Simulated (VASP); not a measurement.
# Si2Mo (I4/mmm) in VASP: density of states with PBE

Aim: the density of states of Si2Mo with PBE.

Everything below comes from runs of VASP 6.6.1. Logs are shortened: lines on timing, memory, paths and dates and some standing lists are left out, and cuts for length are marked.

## Step 1: The cell of the first run

It takes space group I4/mmm (No. 139, tetragonal). Conventional cell: a = 3.217 Å, b = 3.217 Å, c = 7.873 Å, α = 90.00°, β = 90.00°, γ = 90.00°. Within 3.4 Å of Si (site symmetry 4mm) lie 9 Si at 2.60 to 3.22 Å and 5 Mo at 2.62 to 2.64 Å. Within 3.5 Å of Mo (site symmetry 4/mmm) lie 10 Si at 2.62 to 2.64 Å and 4 Mo at 3.22 Å.

## Step 2: Density of states, PBE

Input file POSCAR:

```
Si2Mo
1.0
   -1.6084236952      1.6084236952      3.9365098873
    1.6084236952     -1.6084236952      3.9365098873
    1.6084236952      1.6084236952     -3.9365098873
Si Mo
2 1
Direct
    0.3350991250      0.3350991250      0.0000000000
    0.6649008750      0.6649008750      0.0000000000
    0.0000000000      0.0000000000      0.0000000000
```

Input file INCAR.step1:

```
SYSTEM = Si2Mo
PREC = Accurate
ENCUT = 520
EDIFF = 1E-6
ISMEAR = 0
SIGMA = 0.1
LREAL = .FALSE.
LASPH = .TRUE.
NELM = 100
ALGO = Normal
ISIF = 2
LWAVE = .FALSE.
LCHARG = .TRUE.
LMAXMIX = 4
GGA = PE
NBANDS = 18
```

Input file KPOINTS.step1:

```
Automatic mesh
0
G
  18 18 18
  0 0 0
```

Input file INCAR.step2:

```
SYSTEM = Si2Mo
PREC = Accurate
ENCUT = 520
EDIFF = 1E-6
ISMEAR = -5
SIGMA = 0.1
LREAL = .FALSE.
LASPH = .TRUE.
NELM = 100
ALGO = Normal
ISIF = 2
LWAVE = .FALSE.
LCHARG = .FALSE.
LMAXMIX = 4
GGA = PE
LORBIT = 11
NBANDS = 18
NEDOS = 1001
ICHARG = 11
```

Input file KPOINTS.step2:

```
Automatic mesh
0
G
  27 27 27
  0 0 0
```

Potentials or basis: VASP PAW PBE potentials, release 64 (Si, Mo_sv).

Launch:

```sh
$ cat potpaw_PBE.64/Si/POTCAR potpaw_PBE.64/Mo_sv/POTCAR > POTCAR
$ cp INCAR.step1 INCAR
$ cp KPOINTS.step1 KPOINTS
$ mpirun -np 1 vasp_std > vasp.out
$ cp INCAR.step2 INCAR
$ cp KPOINTS.step2 KPOINTS
$ mpirun -np 1 vasp_std > vasp.out
```

OUTCAR:

```text
SYSTEM = Si2Mo
   PREC = Accurate
   ENCUT = 520
   EDIFF = 1E-6
   ISMEAR = -5
   LREAL = .FALSE.
   LASPH = .TRUE.
   NELM = 100
   ISIF = 2
   GGA = PE
   LORBIT = 11
   ICHARG = 11

 ion  position               nearest neighbor table
   1  0.335  0.335  0.000-   2 2.60   3 2.62   3 2.62   3 2.62   3 2.62   3 2.64   2 2.64   2 2.64
                             2 2.64   2 2.64
   2  0.665  0.665  0.000-   1 2.60   3 2.62   3 2.62   3 2.62   3 2.62   3 2.64   1 2.64   1 2.64
                             1 2.64   1 2.64
   3  0.000  0.000  0.000-   2 2.62   1 2.62   2 2.62   1 2.62   2 2.62   1 2.62   1 2.62   2 2.62
                             1 2.64   2 2.64

  LATTYP: Found a body centered tetragonal cell.
 ALAT       =     3.2168473904
 C/A-ratio  =     2.4474334089

  Lattice vectors:

 A1 = (  -1.6084236952,   1.6084236952,   3.9365098873)
 A2 = (   1.6084236952,  -1.6084236952,   3.9365098873)
 A3 = (   1.6084236952,   1.6084236952,  -3.9365098873)

Analysis of symmetry for initial positions (statically):
=====================================================================
 Subroutine PRICEL returns:
 Original cell was already a primitive cell.

 Routine SETGRP: Setting up the symmetry group for a
 body centered tetragonal supercell.

 Subroutine GETGRP returns: Found 16 space group operations
 (whereof 16 operations were pure point group operations)
 out of a pool of 16 trial point group operations.

The static configuration has the point symmetry D_4h.

Analysis of symmetry for dynamics (positions and initial velocities):
=====================================================================
 Subroutine PRICEL returns:
 Original cell was already a primitive cell.

 Routine SETGRP: Setting up the symmetry group for a
 body centered tetragonal supercell.

 Subroutine GETGRP returns: Found 16 space group operations
 (whereof 16 operations were pure point group operations)
 out of a pool of 16 trial point group operations.

The dynamic configuration has the point symmetry D_4h.

 Subroutine INISYM returns: Found 16 space group operations
 (whereof 16 operations are pure point group operations),
 and found     1 'primitive' translations

----------------------------------------------------------------------------------------

                                     Primitive cell

  volume of cell :      40.7354

  direct lattice vectors                    reciprocal lattice vectors
    -1.608423695  1.608423695  3.936509887     0.000000000  0.310863364  0.127016066
     1.608423695 -1.608423695  3.936509887     0.310863364  0.000000000  0.127016066
     1.608423695  1.608423695 -3.936509887     0.310863364  0.310863364  0.000000000

  length of vectors
     4.546445167  4.546445167  4.546445167     0.335811125  0.335811125  0.439627185

  position of ions in fractional coordinates (direct lattice)
     0.335099125  0.335099125  0.000000000
     0.664900875  0.664900875  0.000000000
     0.000000000  0.000000000  0.000000000

  ion indices of the primitive-cell ions
   primitive index   ion index
                 1           1
                 2           2
                 3           3

----------------------------------------------------------------------------------------

 KPOINTS: Automatic mesh

Automatic generation of k-mesh.
 Grid dimensions read from file:
 generate k-points for:   27   27   27

 Generating k-lattice:

  Cartesian coordinates                     Fractional coordinates (reciprocal lattice)
     0.000000000  0.011513458  0.004704299     0.037037037  0.000000000 -0.000000000
     0.011513458  0.000000000  0.004704299     0.000000000  0.037037037 -0.000000000
     0.011513458  0.011513458  0.000000000     0.000000000  0.000000000  0.037037037

  Length of vectors
     0.012437449  0.012437449  0.016282488

  Shift w.r.t. Gamma in fractional coordinates (k-lattice)
     0.000000000  0.000000000  0.000000000

 TETIRR: Found  24933 inequivalent tetrahedra from   118098

 Subroutine IBZKPT returns following result:
 ===========================================

 Found   1470 irreducible k-points:

 Following reciprocal coordinates:
            Coordinates               Weight
  0.000000  0.000000  0.000000      1.000000
  0.037037  0.000000  0.000000      8.000000
  0.074074  0.000000  0.000000      8.000000
  0.111111  0.000000 -0.000000      8.000000
  0.148148  0.000000 -0.000000      8.000000
  0.185185 -0.000000  0.000000      8.000000
[... 16 lines left out ...]
  0.333333  0.037037 -0.000000     16.000000
  0.370370  0.037037 -0.000000     16.000000
 [... further k-points ...]
   k-points           NKPTS =   1470   k-points in BZ     NKDIM =   1470   number of bands    NBANDS=     18
   number of dos      NEDOS =   1001   number of ions     NIONS =      3
   total plane-waves  NPLWV =  46656
   dimension x,y,z NGX =    36 NGY =   36 NGZ =   36
   dimension x,y,z NGXF=    72 NGYF=   72 NGZF=   72
   ions per type =               2   1
   NGX,Y,Z   is equivalent  to a cutoff of  13.16, 13.16, 13.16 a.u.
   NGXF,Y,Z  is equivalent  to a cutoff of  26.33, 26.33, 26.33 a.u.
 SYSTEM =  Si2Mo
   PREC   = accura    normal or accurate (medium, high low for compatibility)
   ISTART =      0    job   : 0-new  1-cont  2-samecut
   ICHARG =     11    charge: 1-file 2-atom 10-const
   ISPIN  =      1    spin polarized calculation?
   LNONCOLLINEAR =      F non collinear calculations
   LSORBIT =      F    spin-orbit coupling
   LASPH  =      T    aspherical Exc in radial PAW
   ENCUT  =  520.0 eV  38.22 Ry    6.18 a.u.   8.45  8.45  8.45*2*pi/ulx,y,z
   NELM   =    100;   NELMIN=  2; NELMDL=  0     # of ELM steps
   EDIFF  = 0.1E-05   stopping-criterion for ELM
   LREAL  =      F    real-space projection
   EDIFFG = 0.1E-04   stopping-criterion for IOM
   NSW    =      0    number of steps for IOM
   IBRION =     -1    ionic relax: 0-MD 1-quasi-New 2-CG
   NFREE  =      0    steps in history (QN), initial steepest desc. (CG)
   ISIF   =      2    stress and relaxation
   ISYM   =      2    0-nonsym 1-usesym 2-fastsym
   POTIM  = 0.5000    time-step for ionic-motion
   TEBEG  =    0.0;   TEEND  =   0.0 temperature during run
   PSTRESS=    0.0 pullay stress
   NELECT =      22.0000    total number of electrons
   NUPDOWN=      -1.0000    fix difference up-down
   EMIN   =  10.00;   EMAX   =-10.00  energy-range for DOS
   EFERMI =   0.00;   METHOD = LEGACY
   ISMEAR =    -5;   SIGMA  =   0.10  broadening in eV -4-tet -1-fermi 0-gaus
   EFERMI_NEDOS =   21; number of points for ismear=-14 and -15
   IALGO  =     38    algorithm
   IMIX   =      4    mixing-type and parameters
     AMIX     =   0.40;   BMIX     =  1.00
     AMIX_MAG =   1.60;   BMIX_MAG =  1.00
  volume/ion in A,a.u.               =      13.58        91.63
  Fermi-wavevector in a.u.,A,eV,Ry     =   1.333189  2.519361 24.182889  1.777392
  Thomas-Fermi vector in A             =   2.462066
   LORBIT       =     11    0 simple, 1 ext, 2 COOP (PROOUT), +10 PAW based schemes
   GGA     = PE    functional components
   LHFCALC =     F    Hartree Fock is set to
   AEXX    =    0.0000 exact exchange contribution
   IVDW    =     0    specifies the selected vdW correction
   LEPSILON=     F    determine dielectric tensor
   LRPA    =     F    only Hartree local field effects (RPA)
 non-spin polarized calculation
 Fermi weights with tetrahedron method with Bloechl corrections
  energy-cutoff  :      520.00
  volume of cell :       40.74
 maximum number of plane-waves:      1134
 NGX is ok and might be reduce to    36

 number of electron      22.0000000 magnetization

 Free energy of the ion-electron system (eV)
  ---------------------------------------------------
  ext. energy  EPLUGINS =         0.00000000
  ---------------------------------------------------
  free energy    TOTEN  =       -23.26153624 eV

  energy without entropy =      -23.26153624  energy(sigma->0) =      -23.26153624

 E-fermi :  12.0654     XC(G=0): -12.3692

 val. band max:       12.0755203250   @ k =  -0.1852  -0.2222   0.1481
 cond. band min:      12.0522578886   @ k =  -0.4815  -0.4815   0.2963
 fundamental gap:     -0.0232624364
 Fermi energy:        12.0653678865

 k-point     1 :       0.0000    0.0000    0.0000
  band No.  band energies     occupation
      1     -48.6636      2.00000
      2     -22.8047      2.00000
      3     -22.7382      2.00000
      4     -22.7382      2.00000
      5      -1.2493      2.00000
      6       5.7649      2.00000
[... 10 lines left out ...]
     17      17.1213      0.00000
     18      17.1213      0.00000

 k-point     2 :       0.0370    0.0000    0.0000
  band No.  band energies     occupation
      1     -48.6634      2.00000
      2     -22.8045      2.00000
      3     -22.7415      2.00000
      4     -22.7379      2.00000
      5      -1.2245      2.00000
      6       5.7661      2.00000
[... 10 lines left out ...]
     17      17.1356      0.00000
     18      17.2987      0.00000

 k-point     3 :       0.0741    0.0000    0.0000
  band No.  band energies     occupation
      1     -48.6627      2.00000
      2     -22.8038      2.00000
      3     -22.7513      2.00000
      4     -22.7370      2.00000
      5      -1.1505      2.00000
      6       5.7675      2.00000
[... 10 lines left out ...]
     17      17.1928      0.00000
     18      17.7314      0.00000

 k-point     4 :       0.1111    0.0000   -0.0000
  band No.  band energies     occupation
      1     -48.6616      2.00000
      2     -22.8026      2.00000
      3     -22.7670      2.00000
      4     -22.7355      2.00000
      5      -1.0280      2.00000
      6       5.7626      2.00000
[... 375 lines left out ...]
      4     -22.7267      2.00000
      5       0.3221      2.00000
      6       4.9050      2.00000
[... 10 lines left out ...]
     17      18.9312      0.00000
     18      20.9362      0.00000

 k-point    23 :       0.3333    0.0370   -0.0000
  band No.  band energies     occupation
      1     -48.6505      2.00000
      2     -22.9204      2.00000
      3     -22.7910      2.00000
      4     -22.7242      2.00000
      5       0.6959      2.00000
      6       4.5583      2.00000
[... 10 lines left out ...]
     17      18.8812      0.00000
     18      21.0987      0.00000

 k-point    24 :       0.3704    0.0370   -0.0000
  band No.  band energies     occupation
      1     -48.6489      2.00000
      2     -22.9426      2.00000
      3     -22.7891      2.00000
      4     -22.7220      2.00000
      5       1.0989      2.00000
      6       4.1595      2.00000
[... 10 lines left out ...]
     17      18.7615      0.00000
     18      20.6317      0.00000

 [... further k-points ...]
[... 5 lines left out ...]
  --------------------------------------------------------------------------------------
  -------------------------------------------------------------------------------------
  Total        0.0561293      0.0561293      0.0652931      0.0000000      0.0000000      0.0000000
  in kB        2.2076375      2.2076375      2.5680640      0.0000000      0.0000000      0.0000000
  external PRESSURE =       2.3277797 kB  Pullay stress =       0.0000000 kB

 VOLUME and BASIS-vectors are now :
 -----------------------------------------------------------------------------
  energy-cutoff  :      520.00
  volume of cell :       40.74
      direct lattice vectors                 reciprocal lattice vectors
    -1.608423695  1.608423695  3.936509887     0.000000000  0.310863364  0.127016066
     1.608423695 -1.608423695  3.936509887     0.310863364  0.000000000  0.127016066
     1.608423695  1.608423695 -3.936509887     0.310863364  0.310863364  0.000000000

 POSITION                                       TOTAL-FORCE (eV/Angst)
 -----------------------------------------------------------------------------------
      0.00000      0.00000      2.63824         0.000000      0.000000      0.004520
      0.00000      0.00000      5.23478        -0.000000     -0.000000     -0.004520
      0.00000      0.00000      0.00000         0.000000      0.000000      0.000000
 -----------------------------------------------------------------------------------
    total drift:                               -0.000000      0.000000      0.000000

  FREE ENERGIE OF THE ION-ELECTRON SYSTEM (eV)
  ---------------------------------------------------
  free  energy   TOTEN  =       -23.2615362428 eV

  energy  without entropy=      -23.2615362428  energy(sigma->0) =      -23.26153624

 total charge

# of ion       s       p       d       tot
------------------------------------------
    1        0.741   0.869   0.000   1.611
    2        0.741   0.869   0.000   1.611
    3        2.281   6.202   4.163  12.646
--------------------------------------------------
tot          3.764   7.940   4.163  15.867
```

It took 7.9 min on 1 thread of Intel Xeon 6975P-C (Granite Rapids), shared host; peak memory 1.1 GiB.

What came out:

```yaml
Valence_electrons_inside_the_program's_atomic_spheres: Si 1.61; Mo 12.65
```

Levels at points of the mesh, in eV from the Fermi level:
```
           k point  band 9  band 10  band 11  band 12  band 13  band 14
(0.00, 0.00, 0.00)   -2.58    -2.58     0.36     3.08     3.25     3.48
```

Caveat: tetrahedron occupations give inexact forces and stress in metals.
